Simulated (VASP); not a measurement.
Lu: single point with PBE

The system is Lu.

```xyz
2
Lattice="3.5031 0.0000 0.0000 -1.7515 3.0338 0.0000 0.0000 0.0000 5.5509" Properties=species:S:1:pos:R:3 pbc="T T T"
Lu    1.7516    1.0113    4.1632
Lu    0.0000    2.0225    1.3877
```

- Program: VASP 6.6.1
- Task: single point
- Functional: PBE
- Potentials or basis: VASP PAW PBE potentials, release 64 (Lu)
- Cutoff: 520 eV
- k mesh: 7 × 7 × 4
- Occupations: methfessel-paxton, width 0.05 eV
- Spin: no spin polarisation

```
Pressure               : 2.4 GPa
Band gap on the k mesh : zero (band 25 reaches 3.33 eV, above the bottom of band 26 at 1.63 eV)
```

Stress tensor (GPa, compression positive):
```
2.40 0.00 0.00
0.00 2.40 0.00
0.00 0.00 2.51
```

Levels at points of the mesh, in eV from the Fermi level:
```csv
k point,band 23,band 24,band 25,band 26,band 27,band 28
"(0.00, 0.00, 0.00)",-4.91,-2.45,0.51,2.18,2.18,2.46
"(0.00, 0.00, 0.50)",-4.40,-4.40,1.12,1.12,2.11,2.11
```

Wall time 2.1 min on 1 thread of AMD EPYC 7R43 64-Core Processor (Zen 3), with other jobs on the host, peak memory 0.17 GiB.

Caveat: spin-orbit coupling is left out, which moves the levels of the heavy elements.
